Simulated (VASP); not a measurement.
## PbI2: single point with PBEsol

Crystal: PbI2.

```xyz
3
Lattice="4.5550 0.0000 0.0000 -2.2775 3.9447 0.0000 0.0000 0.0000 7.0817" Properties=species:S:1:pos:R:3 pbc="T T T"
Pb    0.0000    0.0000    0.0000
I     0.0000    2.6298    1.8766
I     2.2775    1.3149    5.2050
```

This cell differs from its parent crystal: strain +0.0150 x Voigt [0, 0, 1, 0, 0, 0].

```
Program             : VASP 6.6.1
Task                : single point
Functional          : PBEsol
Potentials or basis : VASP PAW PBE potentials, release 64 (Pb_d, I)
Cutoff              : 500 eV
k mesh              : 9 × 9 × 4
Occupations         : gaussian, width 0.05 eV
Spin                : no spin polarisation
```

```
Pressure               : -0.3 GPa
Largest force          : 0.078 eV/Å
Band gap on the k mesh : 2.15 eV, direct
```

Forces in eV/Å, atoms in the order of the input:
```
Pb   0.000  0.000  0.000
I    0.000  0.000 -0.078
I    0.000  0.000  0.078
```

Levels at points of the mesh, in eV from the valence-band top:
```csv
k point,band 12,band 13,band 14,band 15,band 16,band 17
"(0.00, 0.00, 0.00)",-0.87,-0.87,-0.75,2.41,3.31,3.31
"(0.00, 0.00, 0.50)",-0.71,-0.71,0.00,2.15,3.15,3.15
```

Run time: 73 s on 1 thread of Intel(R) Xeon(R) Platinum 8259CL CPU @ 2.50GHz (Skylake/Cascade Lake), on a shared host, peak memory 0.3 GiB.

Caveat: the cell differs from its parent crystal (strain +0.0150 x Voigt [0, 0, 1, 0, 0, 0]); the PAW data sets were made with another functional, which shifts forces and pressure a little; spin-orbit coupling is left out, which moves the levels of the heavy elements; this functional lacks dispersion, which binds the layers, so the pressure and a relaxed spacing across them are unreliable. A k mesh can miss the band edges.
